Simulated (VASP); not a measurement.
Input of a VASP 6.6.1 run:

The input INCAR:

```
SYSTEM = C
PREC     = Accurate       ! precision mode
ENCUT    = 520            ! plane-wave cutoff, eV
EDIFF    = 1E-6           ! SCF threshold, eV
ISMEAR   = 0              ! smearing method
SIGMA    = 0.05           ! smearing width, eV
LREAL    = Auto         
LASPH    = .TRUE.         ! aspherical terms in the spheres
NELM     = 60             ! most SCF steps
ALGO     = Normal         ! electronic algorithm
ISIF     = 2              ! what is computed and relaxed
LWAVE    = .FALSE.        ! write WAVECAR
LCHARG   = .FALSE.        ! write CHGCAR
GGA      = PS             ! functional
NBANDS   = 43             ! bands
```

KPOINTS

```
regular mesh
0
G
  6 6 6
  0 0 0
```

The input POSCAR:

```
C
1.0
    0.0000000000      3.5537981836     -3.5537981836
   -3.5537981836      0.0000000000     -3.5537981836
   -3.5537981836      3.5537981836      0.0000000000
C
15
Direct
    0.2500000000      0.7500000000      0.2500000000
    0.7500000000      0.2500000000      0.2500000000
    0.2500000000      0.2500000000      0.2500000000
    0.7500000000      0.7500000000      0.7500000000
    0.2500000000      0.7500000000      0.7500000000
    0.7500000000      0.2500000000      0.7500000000
    0.2500000000      0.2500000000      0.7500000000
    0.8750000000      0.3750000000      0.3750000000
    0.3750000000      0.3750000000      0.3750000000
    0.9196852206      0.9196852206      0.2387545588
    0.3750000000      0.8750000000      0.3750000000
    0.8750000000      0.3750000000      0.8750000000
    0.3750000000      0.3750000000      0.8750000000
    0.8750000000      0.8750000000      0.8750000000
    0.3750000000      0.8750000000      0.8750000000
```

Potentials or basis: VASP PAW PBE potentials, release 64 (C).

Command:

```bash
$ cat potpaw_PBE.64/C/POTCAR > POTCAR
$ mpirun -np 1 vasp_std > vasp.out
```

Q: What does it give for the band gap on the k mesh?

A: Zero (bands 30 and 31 overlap by 1.28 eV).

Q: What does it give for the pressure?

A: -1.5 GPa.

Q: Estimate the largest force.

A: 7.872 eV/Å.

Forces in eV/Å, atoms in the order of the input:
```
C    1.709  0.230 -1.943
C   -0.230 -1.709 -1.943
C    0.022 -0.022 -0.958
C   -1.049  1.049  1.134
C    0.688  0.318 -0.570
C   -0.318 -0.688 -0.570
C   -0.018  0.018 -0.201
C    1.554  1.495  2.671
C    0.108 -0.108  0.624
C   -3.951  3.951  5.545
C   -1.495 -1.554  2.671
C   -0.285 -2.217 -2.012
C   -0.044  0.044  0.060
C    1.093 -1.093 -2.497
C    2.217  0.285 -2.012
```

Caveat: the cell differs from its parent crystal (atoms taken out, atom 10 moved 0.125 of the way to it and -0.525 Å across, host rigid); the PAW data sets were made with another functional, which shifts forces and pressure a little.
